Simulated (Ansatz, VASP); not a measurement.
# One calculation of BP, two programs

POSCAR

```
BP
1.0
    0.0000000000      2.2683154741      2.2683154741
    2.2683154741      0.0000000000      2.2683154741
    2.2683154741      2.2683154741      0.0000000000
B P
1 1
Direct
    0.0000000000      0.0000000000      0.0000000000
    0.2500000000      0.2500000000      0.2500000000
```

INCAR.step1

```
PREC     = Accurate       # precision mode
ENCUT    = 520            # plane-wave cutoff, eV
EDIFF    = 1E-5           # SCF threshold, eV
ISMEAR   = 0              # smearing method
SIGMA    = 0.01           # smearing width, eV
LREAL    = F              # projectors in reciprocal space
LASPH    = T              # aspherical terms in the spheres
NELM     = 80             # most SCF steps
ALGO     = Normal         # electronic algorithm
ISIF     = 2              # what is computed and relaxed
LWAVE    = T              # write WAVECAR
LCHARG   = F              # write CHGCAR
NBANDS   = 11             # bands
GGA      = PE             # functional
```

INCAR.step2

```
PREC     = Accurate       # precision mode
ENCUT    = 520            # plane-wave cutoff, eV
EDIFF    = 1E-6           # SCF threshold, eV
ISMEAR   = 0              # smearing method
SIGMA    = 0.01           # smearing width, eV
LREAL    = F              # projectors in reciprocal space
LASPH    = T              # aspherical terms in the spheres
NELM     = 80             # most SCF steps
ALGO     = Normal         # electronic algorithm
ISIF     = 2              # what is computed and relaxed
LWAVE    = F              # write WAVECAR
LCHARG   = F              # write CHGCAR
GGA      = PE             # functional
LHFCALC  = T              # exact exchange
HFSCREEN = 0.2079         # screening, 1/A
PRECFOCK = Normal       
NBANDS   = 11             # bands
ISTART   = 1
```

KPOINTS

```
regular mesh
0
Gamma
  6 6 6
```

Input for Ansatz:

```yaml
crystal:
  lattice:
    - [0.0, 2.2683154741, 2.2683154741]
    - [2.2683154741, 0.0, 2.2683154741]
    - [2.2683154741, 2.2683154741, 0.0]
  atoms:
    - { symbol: B, position: [0.0, 0.0, 0.0] }
    - { symbol: P, position: [0.25, 0.25, 0.25] }
kpoints:
  mp_grid: { grid: [6, 6, 6] }
  band_path:
    path:
      - [0.0, 0.0, 0.0]
      - [-0.5, -0.5, 0.0]
      - [-0.375, -0.375, 0.25]
      - [-0.375, 0.0, 0.375]
      - [0.0, 0.0, 0.5]
      - [-0.5, -0.25, 0.25]
      - [0.0, 0.414062, 0.414062]
    npoints: 1
hamiltonian:
  xc: hse06
scf:
  occupations: { method: fixed }
  n_extra_bands: 4
output:
  forces: true
  stress: true
  eigenvalues: true
```

Alike in both runs: task single point; functional HSE06; k mesh 6 × 6 × 6; no spin polarisation.

```csv
,VASP,Ansatz
version,VASP 6.6.1,Ansatz 0.2.0
potentials or method,"VASP PAW PBE potentials, release 64 (B, P)","plane waves, PAW"
plane-wave cutoff (eV),520,420
occupations,"gaussian, width 0.01 eV",fixed
valence electrons in the cell,8,8
```

```csv
,VASP,Ansatz,Ansatz less VASP
gap on the k mesh at the Fermi level (eV),2.06,2.06,+0.004
pressure (GPa),-1.9,-1.3,+0.56
```

Ansatz's warnings: stress exchange threshold loose, stress scf threshold loose.
